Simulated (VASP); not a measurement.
# C (P6_3/mmc) in VASP: elastic constants with LDA

Aim: the elastic constants of C with LDA.

All numbers are computed with VASP 6.6.1; they aren't measurements. Logs are shortened: lines on timing, memory, paths and dates and some standing lists are left out, and cuts for length are marked.

## Step 1: The cell of the first run

Symmetry: P6_3/mmc, No. 194, hexagonal system. Conventional cell: a = 2.445 Å, b = 2.445 Å, c = 6.646 Å, α = 90.00°, β = 90.00°, γ = 120.00°. Within 1.9 Å of C (site symmetry -6m2) lie 3 C at 1.41 Å. Within 1.9 Å of C (site symmetry -6m2) lie 3 C at 1.41 Å.

## Step 2: Elastic constants, LDA

The input, INCAR:

```
SYSTEM = C
  ALGO = Normal
  EDIFF = 1E-8
  ENCUT = 600
  GGA = CA
  IBRION = 6
  ISIF = 3
  ISMEAR = -1
  LASPH = .TRUE.
  LCHARG = .FALSE.
  LREAL = .FALSE.
  LWAVE = .FALSE.
  NBANDS = 16
  NELM = 100
  NFREE = 2
  NSW = 1
  POTIM = 0.015
  PREC = Accurate
  SIGMA = 0.15
```

The input, KPOINTS:

```
k-points
0
G
  18 18 6
  0 0 0
```

The input, POSCAR:

```
C
1.0
    2.4449448891      0.0000000000      0.0000000000
   -1.2224724445      2.1173843848      0.0000000000
    0.0000000000      0.0000000000      6.6456227402
C
4
Direct
    0.0000000000      0.0000000000      0.0025000000
    0.0000000000      0.0000000000      0.5025000000
    0.3333333333      0.6666666667      0.0025000000
    0.6666666667      0.3333333333      0.5025000000
```

Potentials or basis: VASP PAW LDA potentials, release 64 (C).

Run with:

```
$ cat potpaw_LDA.64/C/POTCAR > POTCAR
$ mpirun -np 1 vasp_std > vasp.out
```

OUTCAR:

```text
SYSTEM = C
   EDIFF = 1E-8
   ENCUT = 600
   GGA = CA
   IBRION = 6
   ISIF = 3
   ISMEAR = -1
   LASPH = .TRUE.
   LREAL = .FALSE.
   NELM = 100
   NFREE = 2
   NSW = 1
   POTIM = 0.015
   PREC = Accurate

 ion  position               nearest neighbor table
   1  0.000  0.000  0.002-   3 1.41   3 1.41   3 1.41
   2  0.000  0.000  0.502-   4 1.41   4 1.41   4 1.41
   3  0.333  0.667  0.002-   1 1.41   1 1.41   1 1.41
   4  0.667  0.333  0.502-   2 1.41   2 1.41   2 1.41

  LATTYP: Found a hexagonal cell.
 ALAT       =     2.4449448891
 C/A-ratio  =     2.7181073773

  Lattice vectors:

 A1 = (   2.4449448891,   0.0000000000,   0.0000000000)
 A2 = (  -1.2224724445,   2.1173843848,   0.0000000000)
 A3 = (   0.0000000000,   0.0000000000,   6.6456227402)

Analysis of symmetry for initial positions (statically):
=====================================================================
 Subroutine PRICEL returns:
 Original cell was already a primitive cell.

 Routine SETGRP: Setting up the symmetry group for a
 hexagonal supercell.

 Subroutine GETGRP returns: Found 24 space group operations
 (whereof  6 operations were pure point group operations)
 out of a pool of 24 trial point group operations.

The static configuration has the point symmetry C_3v.
 The point group associated with its full space group is D_6h.

Analysis of symmetry for dynamics (positions and initial velocities):
=====================================================================
 Subroutine PRICEL returns:
 Original cell was already a primitive cell.

 Routine SETGRP: Setting up the symmetry group for a
 hexagonal supercell.

 Subroutine GETGRP returns: Found 24 space group operations
 (whereof  6 operations were pure point group operations)
 out of a pool of 24 trial point group operations.

The dynamic configuration has the point symmetry C_3v.
 The point group associated with its full space group is D_6h.

 Subroutine INISYM returns: Found 24 space group operations
 (whereof  6 operations are pure point group operations),
 and found     1 'primitive' translations

----------------------------------------------------------------------------------------

                                     Primitive cell

  volume of cell :      34.4036

  direct lattice vectors                    reciprocal lattice vectors
     2.444944889  0.000000000  0.000000000     0.409007174  0.236140402  0.000000000
    -1.222472444  2.117384385  0.000000000     0.000000000  0.472280804  0.000000000
     0.000000000  0.000000000  6.645622740     0.000000000  0.000000000  0.150474988

  length of vectors
     2.444944889  2.444944889  6.645622740     0.472280804  0.472280804  0.150474988

  position of ions in fractional coordinates (direct lattice)
     0.000000000  0.000000000  0.002500000
     0.000000000  0.000000000  0.502500000
     0.333333333  0.666666667  0.002500000
     0.666666667  0.333333333  0.502500000

  ion indices of the primitive-cell ions
   primitive index   ion index
                 1           1
                 2           2
                 3           3
                 4           4

[... 112 lines left out ...]
 number of electron      16.0000001 magnetization

 Free energy of the ion-electron system (eV)
  ---------------------------------------------------
  ext. energy  EPLUGINS =         0.00000000
  ---------------------------------------------------
  free energy    TOTEN  =       -40.46233619 eV

  energy without entropy =      -40.45721637  energy(sigma->0) =      -40.45977628

------------------------ aborting loop because EDIFF is reached ----------------------------------------

  FORCE on cell =-STRESS in cart. coord.  units (eV):
  Direction    XX          YY          ZZ          XY          YZ          ZX
  --------------------------------------------------------------------------------------
  -------------------------------------------------------------------------------------
  Total        0.1476670      0.1476670     -0.0856759      0.0000000     -0.0000000      0.0000000
  in kB        6.8768521      6.8768521     -3.9899276      0.0000000     -0.0000000      0.0000000
  external PRESSURE =       3.2545922 kB  Pullay stress =       0.0000000 kB
[... 95 lines left out ...]
  FREE ENERGIE OF THE ION-ELECTRON SYSTEM (eV)
  ---------------------------------------------------
  free  energy   TOTEN  =       -40.4321232730 eV

  energy  without entropy=      -40.4272117494  energy(sigma->0) =      -40.42966751

[... ionic steps 4 to 18 ...]

--------------------------------------- Ionic step       19  -------------------------------------------

 number of electron      16.0000001 magnetization

------------------------ aborting loop because EDIFF is reached ----------------------------------------
[... 71 lines left out ...]
--------------------------------------- Ionic step       21  -------------------------------------------

 number of electron      16.0000001 magnetization

 Free energy of the ion-electron system (eV)
  ---------------------------------------------------
  ext. energy  EPLUGINS =         0.00000000
  ---------------------------------------------------
  free energy    TOTEN  =       -40.46036674 eV

  energy without entropy =      -40.45524522  energy(sigma->0) =      -40.45780598

 E-fermi :   4.7866     XC(G=0): -10.8663

 val. band max:        4.7838821787   @ k =   0.3333   0.3333   0.3333
 cond. band min:       4.7937960363   @ k =   0.3333   0.3333   0.5000
 fundamental gap:      0.0099138576
 Fermi energy:         4.7866330918

 k-point     1 :       0.0000    0.0000    0.0000
  band No.  band energies     occupation
      1     -14.8506      2.00000
      2     -14.5091      2.00000
      3      -4.0036      2.00000
      4      -1.8602      2.00000
      5       1.7917      2.00000
      6       1.7917      2.00000
[... 433 lines left out ...]
      3      -7.4613      2.00000
      4      -7.2758      2.00000
      5      -2.5096      2.00000
      6      -2.4251      2.00000
[... 8 lines left out ...]
     15      17.7777      0.00000
     16      18.7163      0.00000

 [... further k-points ...]
[... 5 lines left out ...]
  --------------------------------------------------------------------------------------
  -------------------------------------------------------------------------------------
  Total        0.1473719      0.1473719     -0.0894851      0.0000000      0.0000000      0.0000000
  in kB        6.8631079      6.8631079     -4.1673183      0.0000000      0.0000000      0.0000000
  external PRESSURE =       3.1862992 kB  Pullay stress =       0.0000000 kB
[... 19 lines left out ...]
  FREE ENERGIE OF THE ION-ELECTRON SYSTEM (eV)
  ---------------------------------------------------
  free  energy   TOTEN  =       -40.4603667426 eV

  energy  without entropy=      -40.4552452151  energy(sigma->0) =      -40.45780598

 INTERNAL STRAIN TENSORS FROM STRAINED CELLS
 ============================================

 INTERNAL STRAIN TENSOR FOR ION    1 for displacements in x,y,z  (eV/Angst):
          X           Y           Z          XY          YZ          ZX
  --------------------------------------------------------------------------------
  x    -0.00000     0.00000    -0.00000   -13.12666     0.00000    -0.00000
  y   -13.16920    13.22553    -0.00000    -0.00020     0.00054    -0.00053
  z     0.00000     0.00000     0.00000     0.00000     0.00160     0.00000

 INTERNAL STRAIN TENSORS FROM DISPLACED ATOMS
 ============================================

 INTERNAL STRAIN TENSOR FOR ION    1 for displacements in x,y,z  (eV/Angst):
          X           Y           Z          XY          YZ          ZX
  --------------------------------------------------------------------------------
  x    -0.00000     0.00000     0.00000   -13.15603     0.00000     0.00000
  y   -13.15603    13.15603     0.00000     0.00000     0.00000     0.00000
  z    -0.00000    -0.00000    -0.00000     0.00000     0.00000     0.00000

 INTERNAL STRAIN TENSOR FOR ION    4 for displacements in x,y,z  (eV/Angst):
          X           Y           Z          XY          YZ          ZX
  --------------------------------------------------------------------------------
  x    -0.00000     0.00000     0.00000   -13.27252     0.00000     0.00000
  y   -13.27252    13.27252    -0.00000     0.00000     0.00000     0.00000
  z     0.00000     0.00000    -0.00000     0.00000     0.00000     0.00000

 Eigenvectors and eigenvalues of the dynamical matrix
 ----------------------------------------------------

   1 f  =   48.046061 THz   301.882305 2PiTHz 1602.644090 cm-1   198.702453 meV
             X         Y         Z           dx          dy          dz
      0.000000  0.000000  0.016614    -0.397054   -0.303912   -0.000000
      0.000000  0.000000  3.339425    -0.397054   -0.303912   -0.000000
     -0.000000  1.411590  0.016614     0.397031    0.303895   -0.000000
      1.222472  0.705795  3.339425     0.397031    0.303895    0.000000
[... 71 lines left out ...]
  12 f/i=    0.001389 THz     0.008729 2PiTHz    0.046339 cm-1     0.005745 meV
             X         Y         Z           dx          dy          dz
      0.000000  0.000000  0.016614    -0.498478    0.038797   -0.000000
      0.000000  0.000000  3.339425    -0.498478    0.038797   -0.000000
     -0.000000  1.411590  0.016614    -0.498507    0.038800   -0.000000
      1.222472  0.705795  3.339425    -0.498507    0.038800   -0.000000

--------------------------------------------------------------------------------------------------------

 ELASTIC MODULI CONTR FROM IONIC RELAXATION (kBar)
 Direction    XX          YY          ZZ          XY          YZ          ZX
 --------------------------------------------------------------------------------
 XX        -296.1584    296.1584     -0.0000     -0.0000      0.0000      0.0000
 YY         296.1584   -296.1584      0.0000     -0.0000     -0.0000     -0.0000
 ZZ          -0.0000      0.0000     -0.0000      0.0000     -0.0000     -0.0000
 XY          -0.0000     -0.0000      0.0000   -296.1584      0.0000      0.0000
 YZ           0.0000     -0.0000     -0.0000      0.0000     -0.0000     -0.0000
 ZX           0.0000     -0.0000     -0.0000      0.0000     -0.0000     -0.0000
 --------------------------------------------------------------------------------

 TOTAL ELASTIC MODULI (kBar)
 Direction    XX          YY          ZZ          XY          YZ          ZX
 --------------------------------------------------------------------------------
 XX       10931.8374   2106.7352    -41.0983      0.0000      0.0000     -0.0000
 YY        2106.7352  10931.8374    -41.0983      0.0000      0.0000     -0.0000
 ZZ         -41.0983    -41.0983    286.0679     -0.0000     -0.0000     -0.0000
 XY           0.0000      0.0000     -0.0000   4412.5511      0.0000     -0.0000
 YZ          -0.0000     -0.0000     -0.0000      0.0000     33.9169      0.0000
 ZX           0.0000     -0.0000     -0.0000     -0.0000      0.0000     33.9167
 --------------------------------------------------------------------------------
```

It took 60 min on 1 thread of Oxide Virtual Turin-like, shared host; peak memory 0.61 GiB.

What came out:

```
Voigt bulk modulus            : 291 GPa
Highest phonon frequency at Γ : 1603 cm⁻¹
```

Phonon frequencies in cm⁻¹ (negative: imaginary):
```csv
q point,frequencies
"(0.000, 0.000, 0.000)",0 0 0 43 43 113 882 888 1598 1598 1603 1603
```

Elastic tensor in Voigt notation (GPa, in the Cartesian axes of the cell as first typed):
```
1093  211   -4    0    0    0
 211 1093   -4    0    0    0
  -4   -4   29    0    0    0
   0    0    0    3    0    0
   0    0    0    0    3    0
   0    0    0    0    0  441
```

Clamped-ion elastic tensor (GPa):
```
1123  181   -4    0    0    0
 181 1123   -4    0    0    0
  -4   -4   29    0    0    0
   0    0    0    3    0    0
   0    0    0    0    3    0
   0    0    0    0    0  471
```
